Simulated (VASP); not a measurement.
# K2SiB2 (P6/mmm) in VASP: a series of runs

Runs on K2SiB2. Level: PBE. Tasks: single point.

Everything below comes from runs of VASP 6.6.1. Logs are shortened: lines on timing, memory, paths and dates and some standing lists are left out, and cuts for length are marked.

## 1. The cell of the first run

The structure is hexagonal, space group P6/mmm (No. 191). The conventional cell has a = 4.427 Å, b = 4.427 Å, c = 5.623 Å, α = 90.00°, β = 90.00°, γ = 120.00°. K (site symmetry -6m2) has 3 K at 2.56 Å and 2 B at 2.81 Å within 3.4 Å. Si (site symmetry 6/mmm) has 6 B at 2.56 Å within 3.4 Å. B (site symmetry -6m2) has 3 Si at 2.56 Å and 3 B at 2.56 Å and 2 K at 2.81 Å within 3.4 Å.

The cell was built from a structure type or drawn by symmetry, and may not be a known phase.

## 2. Single point, PBE

Input file INCAR:

```
SYSTEM = K2SiB2
PREC     = Accurate       ! precision mode
ENCUT    = 520            ! plane-wave cutoff, eV
EDIFF    = 1E-6           ! SCF threshold, eV
ISMEAR   = 0              ! smearing method
SIGMA    = 0.1            ! smearing width, eV
LREAL    = .FALSE.        ! projectors in reciprocal space
LASPH    = .TRUE.         ! aspherical terms in the spheres
NELM     = 80             ! most SCF steps
ALGO     = Normal         ! electronic algorithm
ISIF     = 2              ! what is computed and relaxed
LWAVE    = .FALSE.        ! write WAVECAR
LCHARG   = .FALSE.        ! write CHGCAR
GGA      = PE             ! functional
NBANDS   = 22             ! bands
```

Input file KPOINTS:

```
regular mesh
0
G
  6 6 4
  0 0 0
```

Input file POSCAR:

```
K2SiB2
1.0
    4.4271425256      0.0000000025      0.0000000000
   -2.2135712649      3.8340178921      0.0000000000
    0.0000000000      0.0000000000      5.6230994158
K Si B
2 1 2
Direct
    0.3333333333      0.6666666667      0.5000000000
    0.6666666667      0.3333333333      0.5000000000
    0.0000000000      0.0000000000      0.0000000000
    0.3333333333      0.6666666667      0.0000000000
    0.6666666667      0.3333333333      0.0000000000
```

Potentials or basis: VASP PAW PBE potentials, release 64 (K_sv, Si, B).

Started as:

```console
$ cat potpaw_PBE.64/K_sv/POTCAR potpaw_PBE.64/Si/POTCAR potpaw_PBE.64/B/POTCAR > POTCAR
$ mpirun -np 1 vasp_std > vasp.out
```

OUTCAR:

```text
SYSTEM = K2SiB2
   PREC = Accurate
   ENCUT = 520
   EDIFF = 1E-6
   ISMEAR = 0
   LREAL = .FALSE.
   LASPH = .TRUE.
   NELM = 80
   ISIF = 2
   GGA = PE

 ion  position               nearest neighbor table
   1  0.333  0.667  0.500-   2 2.56   2 2.56   2 2.56   4 2.81   4 2.81
   2  0.667  0.333  0.500-   1 2.56   1 2.56   1 2.56   5 2.81   5 2.81
   3  0.000  0.000  0.000-   4 2.56   5 2.56   4 2.56   5 2.56   5 2.56   4 2.56
   4  0.333  0.667  0.000-   3 2.56   3 2.56   3 2.56   1 2.81   1 2.81
   5  0.667  0.333  0.000-   3 2.56   3 2.56   3 2.56   2 2.81   2 2.81

  LATTYP: Found a hexagonal cell.
 ALAT       =     4.4271425256
 C/A-ratio  =     1.2701419444

  Lattice vectors:

 A1 = (   4.4271425256,   0.0000000025,   0.0000000000)
 A2 = (  -2.2135712649,   3.8340178921,   0.0000000000)
 A3 = (   0.0000000000,   0.0000000000,   5.6230994158)

Analysis of symmetry for initial positions (statically):
=====================================================================
 Subroutine PRICEL returns:
 Original cell was already a primitive cell.

 Routine SETGRP: Setting up the symmetry group for a
 hexagonal supercell.

 Subroutine GETGRP returns: Found 24 space group operations
 (whereof 24 operations were pure point group operations)
 out of a pool of 24 trial point group operations.

The static configuration has the point symmetry D_6h.

Analysis of symmetry for dynamics (positions and initial velocities):
=====================================================================
 Subroutine PRICEL returns:
 Original cell was already a primitive cell.

 Routine SETGRP: Setting up the symmetry group for a
 hexagonal supercell.

 Subroutine GETGRP returns: Found 24 space group operations
 (whereof 24 operations were pure point group operations)
 out of a pool of 24 trial point group operations.

The dynamic configuration has the point symmetry D_6h.

 Subroutine INISYM returns: Found 24 space group operations
 (whereof 24 operations are pure point group operations),
 and found     1 'primitive' translations

----------------------------------------------------------------------------------------

                                     Primitive cell

  volume of cell :      95.4450

  direct lattice vectors                    reciprocal lattice vectors
     4.427142526  0.000000003  0.000000000     0.225879333  0.130411494  0.000000000
    -2.213571265  3.834017892  0.000000000    -0.000000000  0.260822987  0.000000000
     0.000000000  0.000000000  5.623099416     0.000000000  0.000000000  0.177837866

  length of vectors
     4.427142526  4.427142526  5.623099416     0.260822987  0.260822987  0.177837866

  position of ions in fractional coordinates (direct lattice)
     0.333333333  0.666666667  0.500000000
     0.666666667  0.333333333  0.500000000
     0.000000000  0.000000000  0.000000000
     0.333333333  0.666666667  0.000000000
     0.666666667  0.333333333  0.000000000

  ion indices of the primitive-cell ions
   primitive index   ion index
                 1           1
                 2           2
                 3           3
                 4           4
                 5           5

----------------------------------------------------------------------------------------

 KPOINTS: regular mesh

Automatic generation of k-mesh.
 Grid dimensions read from file:
 generate k-points for:    6    6    4

 Generating k-lattice:

  Cartesian coordinates                     Fractional coordinates (reciprocal lattice)
     0.037646555  0.021735249  0.000000000     0.166666667 -0.000000000  0.000000000
    -0.000000000  0.043470498  0.000000000    -0.000000000  0.166666667  0.000000000
     0.000000000  0.000000000  0.044459466     0.000000000  0.000000000  0.250000000

  Length of vectors
     0.043470498  0.043470498  0.044459466

  Shift w.r.t. Gamma in fractional coordinates (k-lattice)
     0.000000000  0.000000000  0.000000000

 Subroutine IBZKPT returns following result:
 ===========================================

 Found     21 irreducible k-points:

 Following reciprocal coordinates:
            Coordinates               Weight
  0.000000  0.000000  0.000000      1.000000
  0.166667  0.000000  0.000000      6.000000
  0.333333  0.000000  0.000000      6.000000
  0.500000  0.000000  0.000000      3.000000
  0.166667  0.166667  0.000000      6.000000
  0.333333  0.166667  0.000000     12.000000
[... 13 lines left out ...]
  0.333333  0.166667  0.500000     12.000000
  0.333333  0.333333  0.500000      2.000000
   k-points           NKPTS =     21   k-points in BZ     NKDIM =     21   number of bands    NBANDS=     22
   number of dos      NEDOS =    301   number of ions     NIONS =      5
   total plane-waves  NPLWV =  54432
   dimension x,y,z NGX =    36 NGY =   36 NGZ =   42
   dimension x,y,z NGXF=    72 NGYF=   72 NGZF=   84
   ions per type =               2   1   2
   NGX,Y,Z   is equivalent  to a cutoff of  13.52, 13.52, 12.42 a.u.
   NGXF,Y,Z  is equivalent  to a cutoff of  27.04, 27.04, 24.83 a.u.
 SYSTEM =  K2SiB2
   PREC   = accura    normal or accurate (medium, high low for compatibility)
   ISTART =      0    job   : 0-new  1-cont  2-samecut
   ICHARG =      2    charge: 1-file 2-atom 10-const
   ISPIN  =      1    spin polarized calculation?
   LNONCOLLINEAR =      F non collinear calculations
   LSORBIT =      F    spin-orbit coupling
   LASPH  =      T    aspherical Exc in radial PAW
   ENCUT  =  520.0 eV  38.22 Ry    6.18 a.u.   8.23  8.23 10.46*2*pi/ulx,y,z
   NELM   =     80;   NELMIN=  2; NELMDL= -5     # of ELM steps
   EDIFF  = 0.1E-05   stopping-criterion for ELM
   LREAL  =      F    real-space projection
   EDIFFG = 0.1E-04   stopping-criterion for IOM
   NSW    =      0    number of steps for IOM
   IBRION =     -1    ionic relax: 0-MD 1-quasi-New 2-CG
   NFREE  =      0    steps in history (QN), initial steepest desc. (CG)
   ISIF   =      2    stress and relaxation
   ISYM   =      2    0-nonsym 1-usesym 2-fastsym
   POTIM  = 0.5000    time-step for ionic-motion
   TEBEG  =    0.0;   TEEND  =   0.0 temperature during run
   PSTRESS=    0.0 pullay stress
   NELECT =      28.0000    total number of electrons
   NUPDOWN=      -1.0000    fix difference up-down
   EMIN   =  10.00;   EMAX   =-10.00  energy-range for DOS
[... 13 lines left out ...]
   AEXX    =    0.0000 exact exchange contribution
   IVDW    =     0    specifies the selected vdW correction
   LEPSILON=     F    determine dielectric tensor
   LRPA    =     F    only Hartree local field effects (RPA)
 non-spin polarized calculation
 Gauss-broadening in eV      SIGMA  =   0.10
  energy-cutoff  :      520.00
  volume of cell :       95.45
 maximum number of plane-waves:      2631
 NGX is ok and might be reduce to    36
   NGX = 17   NGY = 17   NGZ = 21

 number of electron      27.9999998 magnetization

 Free energy of the ion-electron system (eV)
  ---------------------------------------------------
  ext. energy  EPLUGINS =         0.00000000
  ---------------------------------------------------
  free energy    TOTEN  =       -13.01187388 eV

  energy without entropy =      -13.00194375  energy(sigma->0) =      -13.00690882

 E-fermi :   3.7735     XC(G=0):  -9.3616

 val. band max:        3.6918679315   @ k =   0.3333   0.0000   0.2500
 cond. band min:       3.7923218559   @ k =   0.3333   0.3333   0.0000
 fundamental gap:      0.1004539244
 Fermi energy:         3.7735223886

 k-point     1 :       0.0000    0.0000    0.0000
  band No.  band energies     occupation
      1     -29.3980      2.00000
      2     -28.0765      2.00000
      3     -13.6651      2.00000
      4     -13.6651      2.00000
      5     -12.5437      2.00000
      6     -11.4671      2.00000
[... 14 lines left out ...]
     21       7.2519      0.00000
     22       8.2790      0.00000

 k-point     2 :       0.1667    0.0000    0.0000
  band No.  band energies     occupation
      1     -29.3281      2.00000
      2     -28.1646      2.00000
      3     -13.7410      2.00000
      4     -13.5550      2.00000
      5     -12.4822      2.00000
      6     -11.5338      2.00000
[... 14 lines left out ...]
     21       7.4184      0.00000
     22       7.7974      0.00000

 k-point     3 :       0.3333    0.0000    0.0000
  band No.  band energies     occupation
      1     -29.1438      2.00000
      2     -28.3849      2.00000
      3     -13.8767      2.00000
      4     -13.3141      2.00000
      5     -12.3223      2.00000
      6     -11.7039      2.00000
[... 14 lines left out ...]
     21       7.6672      0.00000
     22       8.1782      0.00000

 k-point     4 :       0.5000    0.0000    0.0000
  band No.  band energies     occupation
      1     -28.9915      2.00000
      2     -28.5550      2.00000
      3     -13.9383      2.00000
      4     -13.1778      2.00000
      5     -12.1924      2.00000
      6     -11.8388      2.00000
[... 14 lines left out ...]
     21       7.7818      0.00000
     22       8.2145      0.00000

 k-point     5 :       0.1667    0.1667    0.0000
  band No.  band energies     occupation
      1     -29.1985      2.00000
      2     -28.3212      2.00000
      3     -13.8817      2.00000
      4     -13.3193      2.00000
      5     -12.3695      2.00000
      6     -11.6541      2.00000
[... 14 lines left out ...]
     21       7.5219      0.00000
     22       7.7621      0.00000

 k-point     6 :       0.3333    0.1667    0.0000
  band No.  band energies     occupation
      1     -28.9918      2.00000
      2     -28.5546      2.00000
      3     -14.0203      2.00000
      4     -12.9847      2.00000
      5     -12.1934      2.00000
      6     -11.8712      2.00000
[... 14 lines left out ...]
     21       7.8889      0.00000
     22       8.6706      0.00000

 k-point     7 :       0.3333    0.3333    0.0000
  band No.  band energies     occupation
      1     -28.7776      2.00000
      2     -28.7776      2.00000
      3     -14.1133      2.00000
      4     -12.4204      2.00000
      5     -12.4204      2.00000
      6     -12.0167      2.00000
[... 249 lines left out ...]
      6     -11.7140      2.00000
[... 14 lines left out ...]
     21       7.7594      0.00000
     22       7.7782      0.00000

 k-point    18 :       0.5000    0.0000    0.5000
  band No.  band energies     occupation
      1     -28.9914      2.00000
      2     -28.5549      2.00000
      3     -13.9368      2.00000
      4     -13.1742      2.00000
      5     -12.2179      2.00000
      6     -11.8542      2.00000
[... 14 lines left out ...]
     21       7.5649      0.00000
     22       7.6887      0.00000

 k-point    19 :       0.1667    0.1667    0.5000
  band No.  band energies     occupation
      1     -29.1984      2.00000
      2     -28.3212      2.00000
      3     -13.8800      2.00000
      4     -13.3180      2.00000
      5     -12.4068      2.00000
      6     -11.6626      2.00000
[... 14 lines left out ...]
     21       7.6363      0.00000
     22       7.6741      0.00000

 k-point    20 :       0.3333    0.1667    0.5000
  band No.  band energies     occupation
      1     -28.9917      2.00000
      2     -28.5546      2.00000
      3     -14.0180      2.00000
      4     -12.9826      2.00000
      5     -12.2199      2.00000
      6     -11.8695      2.00000
[... 14 lines left out ...]
     21       8.1107      0.00000
     22       8.2534      0.00000

 k-point    21 :       0.3333    0.3333    0.5000
  band No.  band energies     occupation
      1     -28.7775      2.00000
      2     -28.7775      2.00000
      3     -14.1104      2.00000
      4     -12.4189      2.00000
      5     -12.4189      2.00000
      6     -12.0360      2.00000
[... 14 lines left out ...]
     21       8.7110      0.00000
     22       9.1217      0.00000

------------------------ aborting loop because EDIFF is reached ----------------------------------------

  FORCE on cell =-STRESS in cart. coord.  units (eV):
  Direction    XX          YY          ZZ          XY          YZ          ZX
  --------------------------------------------------------------------------------------
  -------------------------------------------------------------------------------------
  Total        0.2696791      0.2696791      0.1504321      0.0000000      0.0000000      0.0000000
  in kB        4.5269376      4.5269376      2.5252109      0.0000000      0.0000000      0.0000000
  external PRESSURE =       3.8596954 kB  Pullay stress =       0.0000000 kB

 VOLUME and BASIS-vectors are now :
 -----------------------------------------------------------------------------
  energy-cutoff  :      520.00
  volume of cell :       95.45
      direct lattice vectors                 reciprocal lattice vectors
     4.427142526  0.000000003  0.000000000     0.225879333  0.130411494  0.000000000
    -2.213571265  3.834017892  0.000000000    -0.000000000  0.260822987  0.000000000
     0.000000000  0.000000000  5.623099416     0.000000000  0.000000000  0.177837866

 POSITION                                       TOTAL-FORCE (eV/Angst)
 -----------------------------------------------------------------------------------
     -0.00000      2.55601      2.81155        -0.000000      0.000000     -0.000000
      2.21357      1.27801      2.81155         0.000000      0.000000      0.000000
      0.00000      0.00000      0.00000         0.000000      0.000000      0.000000
     -0.00000      2.55601      0.00000         0.000000     -0.000000      0.000000
      2.21357      1.27801      0.00000         0.000000      0.000000     -0.000000
 -----------------------------------------------------------------------------------
    total drift:                                0.000000     -0.000000     -0.000000

  FREE ENERGIE OF THE ION-ELECTRON SYSTEM (eV)
  ---------------------------------------------------
  free  energy   TOTEN  =       -13.0118738818 eV

  energy  without entropy=      -13.0019437484  energy(sigma->0) =      -13.00690882
```

Wall time 27 s (1 thread of Intel Xeon Platinum 8488C (Sapphire Rapids), shared host); peak memory 0.24 GiB.

Results:

| Property | Result |
| --- | --- |
| Free energy | -13.0119 eV |
| Pressure | 0.4 GPa |
| Band gap on the k mesh | zero (bands 14 and 15 overlap by 1.83 eV) |

Levels at points of the mesh, in eV from the Fermi level:
```csv
k point,band 12,band 13,band 14,band 15,band 16,band 17
"(0.00, 0.00, 0.00)",-1.97,-1.46,-1.46,-1.41,-1.41,0.46
"(0.50, 0.00, 0.00)",-3.68,-1.46,-0.50,0.89,2.08,2.21
"(0.00, 0.00, 0.50)",-1.67,-1.67,-1.60,-1.44,-1.44,0.50
"(0.50, 0.00, 0.50)",-3.45,-1.94,-1.58,0.55,3.27,3.34
```

## 3. Single point, PBE

This run uses another cell than the first one, of 19.98 Å³/atom.

Input file INCAR:

```
SYSTEM = K2SiB2
PREC = Accurate
ENCUT = 520
EDIFF = 1E-7
ISMEAR = 0
SIGMA = 0.1
LREAL = .False.
LASPH = .True.
NELM = 80
ALGO = Normal
ISIF = 2
LWAVE = .False.
LCHARG = .True.
GGA = PE
LELF = .True.
LVHAR = .True.
NBANDS = 22
```

Input file KPOINTS:

```
regular mesh
0
Gamma
  6 6 4
  0 0 0
```

Input file POSCAR:

```
K2SiB2
1.0
    5.1733519900      0.0000000000      0.0000000000
   -2.5866760000      4.4802542500      0.0000000000
    0.0000000000      0.0000000000      4.3104929600
K Si B
2 1 2
Direct
    0.3333333300      0.6666666700      0.5000000000
    0.6666666700      0.3333333300      0.5000000000
    0.0000000000      0.0000000000      0.0000000000
    0.3333333300      0.6666666700      0.0000000000
    0.6666666700      0.3333333300      0.0000000000
```

Potentials or basis: VASP PAW PBE potentials, release 64 (K_sv, Si, B).

Started as:

```console
$ cat potpaw_PBE.64/K_sv/POTCAR potpaw_PBE.64/Si/POTCAR potpaw_PBE.64/B/POTCAR > POTCAR
$ mpirun -np 1 vasp_std > vasp.out
```

Wall time 44 s (1 thread of Intel Xeon Platinum 8488C (Sapphire Rapids), shared host); peak memory 0.23 GiB.

The run converged. Its results:

```yaml
Free_energy: -8.6823 eV
Pressure: 8.4 GPa
Band_gap_on_the_k_mesh: zero (bands 14 and 15 overlap by 2.10 eV)
```

Stress tensor (GPa, compression positive):
```
-6.69  0.00  0.00
 0.00 -6.69  0.00
 0.00  0.00 38.51
```

Levels at points of the mesh, in eV from the Fermi level:
| k point | band 11 | band 12 | band 13 | band 14 | band 15 | band 16 | band 17 | band 18 |
| --- | --- | --- | --- | --- | --- | --- | --- | --- |
| (0.00, 0.00, 0.00) | -3.93 | -1.08 | -1.08 | -0.69 | -0.69 | 0.83 | 2.88 | 4.11 |
| (0.50, 0.00, 0.00) | -4.71 | -2.30 | 0.80 | 0.96 | 1.48 | 2.75 | 2.96 | 3.06 |
| (0.00, 0.00, 0.50) | -2.25 | -1.73 | -1.66 | -1.66 | -1.14 | -1.14 | 0.14 | 0.49 |
| (0.50, 0.00, 0.50) | -2.99 | -2.87 | -1.21 | -0.51 | 0.15 | 0.98 | 1.44 | 1.96 |

Caveat: the k points lie up to 0.36 Å⁻¹ apart, too coarse for converged energies and pressures of a metal.

## 4. Single point, PBE

This run uses another cell than the first one, of 18.88 Å³/atom.

Input file INCAR:

```
SYSTEM = K2SiB2
PREC = Accurate
ENCUT = 520
EDIFF = 1E-6
ISMEAR = 0
SIGMA = 0.1
LREAL = .FALSE.
LASPH = .TRUE.
NELM = 60
ALGO = Normal
ISIF = 2
LWAVE = .FALSE.
LCHARG = .FALSE.
GGA = PE
NBANDS = 22
```

Input file KPOINTS:

```
regular mesh
0
G
  12 12 8
  0 0 0
```

Input file POSCAR:

```
K2SiB2
1.0
    4.4088546226      0.0000000000      0.0000000000
   -2.2044273113      3.8181801047      0.0000000000
    0.0000000000      0.0000000000      5.6066311360
K Si B
2 1 2
Direct
    0.3333333333      0.6666666667      0.5000000000
    0.6666666667      0.3333333333      0.5000000000
    0.0000000000      0.0000000000      0.0000000000
    0.3333333333      0.6666666667      0.0000000000
    0.6666666667      0.3333333333      0.0000000000
```

Started as:

```console
$ cat potpaw_PBE.64/K_sv/POTCAR potpaw_PBE.64/Si/POTCAR potpaw_PBE.64/B/POTCAR > POTCAR
$ mpirun -np 1 vasp_std > vasp.out
```

Run time: 2 min. Hardware: 1 thread of Intel Xeon Platinum 8488C (Sapphire Rapids), shared host; peak memory 0.34 GiB.

The run converged. Its results:

| Property | Result |
| --- | --- |
| Free energy | -12.9373 eV |
| Pressure | 0.3 GPa |
| Band gap on the k mesh | zero (bands 14 and 15 overlap by 1.83 eV) |

Stress tensor (GPa, compression positive):
```
0.37 0.00 0.00
0.00 0.37 0.00
0.00 0.00 0.20
```

Levels at points of the mesh, in eV from the Fermi level:
| k point | band 12 | band 13 | band 14 | band 15 | band 16 | band 17 |
| --- | --- | --- | --- | --- | --- | --- |
| (0.00, 0.00, 0.00) | -1.91 | -1.47 | -1.47 | -1.40 | -1.40 | 0.52 |
| (0.50, 0.00, 0.00) | -3.70 | -1.47 | -0.49 | 0.89 | 2.11 | 2.21 |
| (0.00, 0.00, 0.50) | -1.68 | -1.59 | -1.54 | -1.43 | -1.43 | 0.51 |
| (0.50, 0.00, 0.50) | -3.41 | -1.95 | -1.59 | 0.55 | 3.30 | 3.36 |

## 5. Overview

```tsv
cell	k mesh	gap on the mesh (eV)	pressure (GPa)
a = 4.427, b = 4.427, c = 5.623 Å, angles 90.0, 90.0, 120.0°, 5 atoms	6 × 6 × 4	none	0.4
a = 5.173, b = 5.173, c = 4.310 Å, angles 90.0, 90.0, 120.0°, 5 atoms	6 × 6 × 4	none	8.4
a = 4.409, b = 4.409, c = 5.607 Å, angles 90.0, 90.0, 120.0°, 5 atoms	12 × 12 × 8	none	0.3
```

Alike in all rows: task single point; level PBE; potentials or basis VASP PAW PBE potentials, release 64 (K_sv, Si, B); no spin polarisation; cutoff (eV) 520; smearing gaussian 0.1 eV.

Caveats: some runs use coarse meshes.

Total energies depend on the potentials used, so only differences within one code and one set of settings carry meaning.
